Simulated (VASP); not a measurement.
A run of VASP 6.6.1:

File INCAR:

```
ALGO = Normal ; EDIFF = 1E-6
ENCUT = 520 ; ISIF = 2
ISMEAR = -1 ; LASPH = T
LCHARG = F ; LREAL = F
LWAVE = F ; NBANDS = 12
NELM = 60 ; PREC = Accurate
SIGMA = 0.1
```

Contents of KPOINTS:

```
k-points
0
Gamma
  15 15 15
```

Contents of POSCAR:

```
Cu
1.0
    2.4164102724      0.0000000000      0.0000000000
    0.0000000000      2.4164102724      0.0000000000
    0.0000000000      0.0000000000      2.4164102724
Cu
1
Direct
    0.0000000000      0.0000000000      0.0000000000
```

Potentials or basis: VASP PAW LDA potentials, release 64 (Cu).

Command:

```sh
$ cat potpaw_LDA.64/Cu/POTCAR > POTCAR
$ mpirun -np 1 vasp_std > vasp.out
```

Hardware: 1 thread of AMD EPYC 7R13, on a shared host.

Question: Estimate the wall time of this run.

Answer: It took 19 s on 1 thread of AMD EPYC 7R13 (shared host), peak memory 0.09 GiB. Counts: scf iterations 11, k points 120.
